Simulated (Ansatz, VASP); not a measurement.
# Sb in VASP and in Ansatz

File POSCAR:

```
Sb
1.0
    0.0000000000      2.3712425216      2.3712425216
    2.3712425216      0.0000000000      2.3712425216
    2.3712425216      2.3712425216      0.0000000000
Sb
1
Direct
    0.0000000000      0.0000000000      0.0000000000
```

Contents of INCAR.step1:

```
ALGO     = Normal         # electronic algorithm
EDIFF    = 1E-5           # SCF threshold, eV
ENCUT    = 440            # plane-wave cutoff, eV
GGA      = PE             # functional
GGA_COMPAT= F            
ISIF     = 2              # what is computed and relaxed
ISMEAR   = -1             # smearing method
LASPH    = T              # aspherical terms in the spheres
LCHARG   = F              # write CHGCAR
LREAL    = F              # projectors in reciprocal space
LWAVE    = T              # write WAVECAR
NBANDS   = 14             # bands
NELM     = 120            # most SCF steps
PREC     = Accurate       # precision mode
SIGMA    = 0.05           # smearing width, eV
```

INCAR.step2

```
AEXX     = 0.25           # exact-exchange fraction
ALGO     = Normal         # electronic algorithm
EDIFF    = 1E-6           # SCF threshold, eV
ENCUT    = 440            # plane-wave cutoff, eV
GGA_COMPAT= F            
ISIF     = 2              # what is computed and relaxed
ISMEAR   = -1             # smearing method
ISTART   = 1            
LASPH    = T              # aspherical terms in the spheres
LCHARG   = F              # write CHGCAR
LHFCALC  = T              # exact exchange
LMIXTAU  = T            
LREAL    = F              # projectors in reciprocal space
LWAVE    = F              # write WAVECAR
METAGGA  = R2SCAN         # meta-GGA
NBANDS   = 14             # bands
NELM     = 120            # most SCF steps
PREC     = Accurate       # precision mode
PRECFOCK = Normal       
SIGMA    = 0.05           # smearing width, eV
```

File KPOINTS:

```
k-points
0
Gamma
  6 6 6
```

The input input.yaml:

```yaml
crystal:
  lattice:
    - [0.0, 2.3712425216, 2.3712425216]
    - [2.3712425216, 0.0, 2.3712425216]
    - [2.3712425216, 2.3712425216, 0.0]
  atoms:
    - { symbol: Sb, position: [0.0, 0.0, 0.0] }
hamiltonian:
  xc: { exchange: r2scan, correlation: r2scan, exx: { coeff: 0.25 } }
  pseudopotentials: { kind: paw }
kpoints:
  mp_grid: { grid: [6, 6, 6] }
scf:
  occupations: { method: fermi_dirac, width: 0.05 }
output:
  forces: true
  stress: true
  eigenvalues: true
```

Alike in both runs: task single point; functional r2SCAN-based global hybrid with a share of 0.25 of exact exchange; k mesh 6 × 6 × 6; occupations fermi-dirac, width 0.05 eV; no spin polarisation.

```csv
,VASP,Ansatz
version,VASP 6.6.1,Ansatz 0.2.0
potentials or method,"VASP PAW PBE potentials, release 64 (Sb_d_GW)",Ansatz PAW
plane-wave cutoff (eV),440,500
valence electrons in the cell,15,15
```

```tsv
	VASP	Ansatz	Ansatz less VASP
gap on the k mesh at the Fermi level (eV)	none	none	-
pressure (GPa)	-1.0	-0.8	+0.16
```

VASP's potentials were made for PBE, not for r2SCAN-based global hybrid. A gap of «none» marks a metal or a gap that the smearing closes.

The k mesh is coarse, so the values compare programs but aren't converged. Neither program's run includes spin-orbit coupling.
